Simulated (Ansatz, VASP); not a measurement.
Two plane-wave programs on LiTlSe2

```
Li Se Tl
1.0
     4.26392    0.00000    0.00000
     0.00000    4.26392    0.00000
     0.00000    0.00000    5.98025
Li Se Tl
1 2 1
Direct
  0.00000 0.00000 0.00000
  0.00000 0.50000 0.22921
  0.50000 0.00000 0.77079
  0.50000 0.50000 0.50000
```

Alike in both runs: task single point; functional HF; k mesh 4 × 4 × 4; no spin polarisation.

```csv
,VASP,Ansatz
version,VASP 6.6.1,Ansatz 0.2.0
potentials or method,"VASP PAW PBE potentials, release 64 (Li_sv, Se, Tl_d)","plane waves, PAW"
plane-wave cutoff (eV),650,420
occupations,"gaussian, width 0.01 eV",fixed
valence electrons in the cell,28,48
```

Ansatz gave:

- gap on the k mesh at the Fermi level (eV): 6.65
- pressure (GPa): 0.8
- rms of the force components (eV/Å): 0.204

Q: Which values does VASP return?

A: gap on the k mesh at the Fermi level (eV): 6.77; pressure (GPa): 0.2; rms of the force components (eV/Å): 0.206.

VASP's potentials were made for PBE, not for HF. VASP's potentials hold 28 valence electrons a cell and Ansatz's 48, so a difference there can come from the potentials and not from the codes. Ansatz's warnings: stress exchange threshold loose, stress scf threshold loose.

Neither program's run includes spin-orbit coupling.
